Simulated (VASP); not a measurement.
Input of a VASP 6.6.1 run:

POSCAR

```
KCl
1.0
    5.3438035568      0.1068760712      0.0000000000
   -2.5793443858      4.5744315974      0.0000000000
    0.0000000000      0.0000000000      6.2391673426
K Cl
2 2
Direct
    0.3280572620      0.6669138147     -0.0625000000
    0.6719427380      0.3330861853      0.4375000000
    0.3277557385      0.6669201366      0.4375000000
    0.6722442615      0.3330798634      0.9375000000
```

INCAR.step1

```
SYSTEM = KCl
PREC = Accurate
ENCUT = 520
ISMEAR = 0
SIGMA = 0.01
LREAL = .False.
LASPH = .True.
NELM = 80
NBANDS = 24
GGA = PE
ALGO = Normal
EDIFF = 1E-4
LWAVE = .True.
LCHARG = .False.
```

File INCAR.step2:

```
SYSTEM = KCl
PREC = Accurate
ENCUT = 520
EDIFF = 1E-7
ISMEAR = 0
SIGMA = 0.01
LREAL = .False.
LASPH = .True.
NELM = 80
ALGO = Normal
ISIF = 2
LWAVE = .False.
LCHARG = .False.
METAGGA = R2SCAN
LMIXTAU = .True.
NBANDS = 24
ISTART = 1
```

KPOINTS

```
Automatic mesh
0
Gamma
  6 6 4
  0 0 0
```

Potentials or basis: VASP PAW PBE potentials, release 64 (K_sv, Cl).

The run is started by

```console
$ cat potpaw_PBE.64/K_sv/POTCAR potpaw_PBE.64/Cl/POTCAR > POTCAR
$ cp INCAR.step1 INCAR
$ mpirun -np 1 vasp_std > vasp.out
$ cp INCAR.step2 INCAR
$ mpirun -np 1 vasp_std > vasp.out
```

**Question.** Predict the pressure.

**Answer.** 0.0 GPa.

**Question.** Estimate the band gap on the k mesh.

**Answer.** 5.35 eV.

Caveat: the cell differs from its parent crystal (shear xy strain +4.0%); the PAW data sets were made with another functional, which shifts forces and pressure a little. A k mesh can miss the band edges.
